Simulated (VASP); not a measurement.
The system is Ta2H5.

```xyz
7
Lattice="-2.3974 2.3974 3.1462 2.3974 -2.3974 3.1462 2.3974 2.3974 -3.1462" Properties=species:S:1:pos:R:3 pbc="T T T"
Ta    0.0000    2.3974    3.1337
Ta    0.0000    2.3974    0.0125
H     0.8678    0.8678    0.0000
H     1.5296    1.5296    3.1462
H    -1.5296    1.5296    3.1462
H     1.5296   -1.5296    3.1462
H     0.0000    0.0000    0.0000
```

```yaml
Program: VASP 6.6.1
Task: relaxation of cell and atoms
Functional: PBE
Potentials_or_basis: VASP PAW PBE potentials, release 64 (Ta_pv, H)
Cutoff: 600 eV
k_mesh: 6 × 6 × 6
Occupations: gaussian, width 0.1 eV
Spin: no spin polarisation
```

At the start: pressure 1.0 GPa; volume 10.33 Å³/atom.

Task: How do energy, volume and symmetry change on relaxing?

Result: Over 13 steps the energy falls by 117.8 meV/atom and the volume is 9.72 Å³/atom (-6.0 %); space group I4/mmm (No. 139, to 0.05 Å).

The path:
| step | energy change (eV) | largest force (eV/Å) | pressure (GPa) | volume (Å³) |
| --- | --- | --- | --- | --- |
| 1 | 0.0000 | 0.1435 | 0.97 | 72.33 |
| 2 | -0.5048 | 0.1524 | -3.82 | 72.80 |
| 3 | -0.6118 | 0.1949 | -5.33 | 72.89 |
| 4 | -0.6765 | 0.2302 | -6.89 | 72.76 |
| 5 | -0.6765 | 0.2150 | -6.41 | 72.89 |
| 6 | -0.6917 | 0.2256 | -6.81 | 72.82 |
| 7 | -0.6905 | 0.2204 | -6.67 | 72.86 |
| 8 | -0.8084 | 0.1485 | -0.16 | 67.53 |
| 9 | -0.8096 | 0.1221 | -0.79 | 67.97 |
| 10 | -0.8206 | 0.0686 | 0.03 | 67.55 |
| 11 | -0.8211 | 0.0592 | 0.26 | 67.45 |
| 12 | -0.8226 | 0.0496 | 0.06 | 67.60 |
| 13 | -0.8243 | 0.0278 | -0.45 | 68.01 |

Final structure:
```
CELL_PARAMETERS angstrom
-2.52018 2.52018 2.67710
2.52018 -2.52018 2.67710
2.52018 2.52018 -2.67710
ATOMIC_POSITIONS crystal
Ta 0.99878 0.49878 0.50000
Ta 0.50122 0.00122 0.50000
H 0.18668 0.18668 0.37337
H 0.81332 0.81332 0.62663
H 0.81332 0.18668 0.00000
H 0.18668 0.81332 0.00000
H 0.00000 0.00000 0.00000
```
